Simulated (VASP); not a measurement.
The system is GaP.

```xyz
2
Lattice="0.0000 2.7254 2.7527 2.7254 0.0000 2.7527 2.7254 2.7254 0.0000" Properties=species:S:1:pos:R:3 pbc="T T T"
Ga    0.0000    0.0000    0.0000
P     1.3627    1.3627    1.3763
```

This cell differs from its parent crystal: uniaxial z strain +1.0%.

Base run:

* Program: VASP 6.6.1
* Functional: r2SCAN
* Potentials or basis: VASP PAW PBE potentials, release 64 (Ga_d, P)
* Cutoff: 520 eV
* k mesh: 8 × 8 × 8
* Occupations: gaussian, width 0.01 eV
* Spin: no spin polarisation

Its results: band gap on the k mesh 1.87 eV, indirect (least direct gap 2.23 eV); pressure -0.9 GPa.

Problem. The run is repeated on the same cell with these changes: functional from r2SCAN to PBE; occupations from gaussian, width 0.01 eV to fermi-dirac, width 0.02 eV. What comes out?

Solution. Band gap on the k mesh 1.61 eV, indirect (least direct gap 1.72 eV); pressure 1.6 GPa.

Caveats: the PAW data sets were made with another functional, which shifts forces and pressure a little (some runs).

A k mesh can miss the band edges.
